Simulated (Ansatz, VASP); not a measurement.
This is a calculation of Sn for VASP 6.6.1.

POSCAR

```
Sn
1.0
   -1.9071995479      1.9071995479      1.9071995479
    1.9071995479     -1.9071995479      1.9071995479
    1.9071995479      1.9071995479     -1.9071995479
Sn
1
Direct
    0.0000000000      0.0000000000      0.0000000000
```

The input INCAR.step1:

```
  PREC = Accurate
  ENCUT = 520
  EDIFF = 1E-5
  ISMEAR = -1
  SIGMA = 0.05
  LREAL = F
  LASPH = T
  NELM = 100
  ALGO = Normal
  ISIF = 2
  LWAVE = T
  GGA = PE
  NBANDS = 13
```

The input INCAR.step2:

```
  PREC = Accurate
  ENCUT = 520
  EDIFF = 1E-6
  ISMEAR = -1
  SIGMA = 0.05
  LREAL = F
  LASPH = T
  NELM = 100
  ALGO = Normal
  ISIF = 2
  LWAVE = F
  LCHARG = T
  GGA = PE
  LHFCALC = T
  AEXX = 0.25
  PRECFOCK = Normal
  LELF = T
  LVHAR = T
  ISTART = 1
  NBANDS = 13
```

Contents of KPOINTS:

```
Automatic mesh
0
Gamma
  6 6 6
```

Potentials or basis: VASP PAW PBE potentials, release 64 (Sn_d).

Run with:

```console
$ cat potpaw_PBE.64/Sn_d/POTCAR > POTCAR
$ cp INCAR.step1 INCAR
$ mpirun -np 1 vasp_std > vasp.out
$ cp INCAR.step2 INCAR
$ mpirun -np 1 vasp_std > vasp.out
```

Problem. Translate it to Ansatz 0.2.0. Potentials there: Ansatz PAW.

Solution. As run (the cutoff follows the program's own potentials):

Contents of input.yaml:

```yaml
crystal:
  lattice:
    - [-1.9071995479, 1.9071995479, 1.9071995479]
    - [1.9071995479, -1.9071995479, 1.9071995479]
    - [1.9071995479, 1.9071995479, -1.9071995479]
  atoms:
    - { symbol: Sn, position: [0.0, 0.0, 0.0] }
hamiltonian:
  xc: pbe0
  pseudopotentials: { kind: paw }
kpoints:
  mp_grid: { grid: [6, 6, 6] }
scf:
  occupations: { method: fermi_dirac, width: 0.05 }
output:
  forces: true
  stress: true
  eigenvalues: true
```

Potentials or basis: Ansatz PAW.

Run with:

```bash
$ ansatz run input.yaml --threads 2 --pin off --max-ram 5632MiB --backend cpu --events-out ev --progress --plain --runs-dir out
```

Both were run:

|  | VASP | Ansatz | Ansatz less VASP |
| --- | --- | --- | --- |
| gap on the k mesh at the Fermi level (eV) | none | none | - |
| pressure (GPa) | -2.1 | -2.0 | +0.15 |

A gap of «none» marks a metal or a gap that the smearing closes. With one functional, cell and mesh, what is left measures potentials, basis and numerics.

The k mesh is coarse, so the values compare programs but aren't converged.
